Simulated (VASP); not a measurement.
Here is a VASP 6.6.1 calculation.

The input INCAR:

```
SYSTEM = TiCo
PREC     = Accurate       ! precision mode
ENCUT    = 520            ! plane-wave cutoff, eV
EDIFF    = 1E-6           ! SCF threshold, eV
ISMEAR   = 0              ! smearing method
SIGMA    = 0.15           ! smearing width, eV
LREAL    = .FALSE.        ! projectors in reciprocal space
LASPH    = .TRUE.         ! aspherical terms in the spheres
NELM     = 150            ! most SCF steps
ALGO     = Fast           ! electronic algorithm
ISIF     = 2              ! what is computed and relaxed
LWAVE    = .FALSE.        ! write WAVECAR
LCHARG   = .TRUE.         ! write CHGCAR
ISPIN    = 2              ! spin polarisation
MAGMOM   = 0 0.6          ! initial moments
LORBIT   = 11             ! projections on sites
LMAXMIX  = 4              ! l up to which the mixer works
GGA      = PE             ! functional
LELF     = .TRUE.         ! ELF
LVHAR    = .TRUE.       
NBANDS   = 22             ! bands
```

File KPOINTS:

```
regular mesh
0
G
  16 16 16
  0 0 0
```

POSCAR

```
TiCo
1.0
    2.9861109900      0.0000000000      0.0000000000
    0.0000000000      3.0756943197      0.0000000000
    0.0000000000      0.0000000000      2.9861109900
Ti Co
1 1
Direct
    0.0000000000      0.0000000000      0.0000000000
    0.5000000000      0.5000000000      0.5000000000
```

Potentials or basis: VASP PAW PBE potentials, release 64 (Ti_sv, Co).

Launch:

```sh
$ cat potpaw_PBE.64/Ti_sv/POTCAR potpaw_PBE.64/Co/POTCAR > POTCAR
$ mpirun -np 1 vasp_std > vasp.out
```

Question: Estimate the site moments.

Answer: Ti -0.05; Co +0.98 μB.

Question: What does it give for the pressure?

Answer: -5.1 GPa.

Question: Predict the net moment.

Answer: 0.86 μB per cell.

Stress tensor (GPa, compression positive):
```
-3.86  0.00  0.00
 0.00 -7.66  0.00
 0.00  0.00 -3.86
```

Caveat: the cell differs from its parent crystal (strain +0.0300 x Voigt [0, 1, 0, 0, 0, 0]); the cell stands under tension.
